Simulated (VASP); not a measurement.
A run of VASP 6.6.1 is set up as follows.

INCAR

```
ALGO = Normal
EDIFF = 1E-6
ENCUT = 1340
GGA = PE
GGA_COMPAT = F
ISIF = 2
ISMEAR = 0
LASPH = T
LCHARG = F
LREAL = F
LWAVE = F
NBANDS = 51
NELM = 120
PREC = Accurate
SIGMA = 0.1
```

The input KPOINTS:

```
k-points
0
Gamma
  4 4 2
```

File POSCAR:

```
BaTiO3
1.0
   -2.8628964670     -1.6528940459     -2.3563485123
    0.0000000000      3.3057880917     -2.3563485123
    5.7257929340     -3.3057880918     -4.7126970246
Ba Ti O
2 2 6
Direct
    0.9949894135      0.9949894135      0.9974947068
    0.9949894135      0.9949894135      0.4974947068
    0.4808322642      0.4808322642      0.7404161321
    0.4808322642      0.4808322642      0.2404161321
    0.5116342274      0.0222098174      0.7558171137
    0.5116342274      0.0222098174      0.2558171137
    0.5116342274      0.5116342274      0.5111049087
    0.5116342274      0.5116342274      0.0111049087
    0.0222098174      0.5116342274      0.7558171137
    0.0222098174      0.5116342274      0.2558171137
```

Potentials or basis: VASP PAW PBE potentials, release 64 (Ba_sv, Ti_sv, O_h).

Run with:

```sh
$ cat potpaw_PBE.64/Ba_sv/POTCAR potpaw_PBE.64/Ti_sv/POTCAR potpaw_PBE.64/O_h/POTCAR > POTCAR
$ mpirun -np 1 vasp_std > vasp.out
```

Question: Predict the band gap on the k mesh.

Answer: 2.59 eV.

Question: What does it give for the pressure?

Answer: 1.4 GPa.

Question: Estimate the largest force.

Answer: 0.047 eV/Å.

Forces in eV/Å, atoms in the order of the input:
```
Ba   0.000  0.000 -0.047
Ba   0.000  0.000 -0.047
Ti   0.000  0.000 -0.012
Ti   0.000  0.000 -0.012
O    0.000 -0.020  0.020
O    0.000 -0.020  0.020
O   -0.017  0.010  0.020
O   -0.017  0.010  0.020
O    0.017  0.010  0.020
O    0.017  0.010  0.020
```

Caveat: spin-orbit coupling is left out, which moves the levels of the heavy elements. As with any semilocal functional, this PBE gap is likely too small.
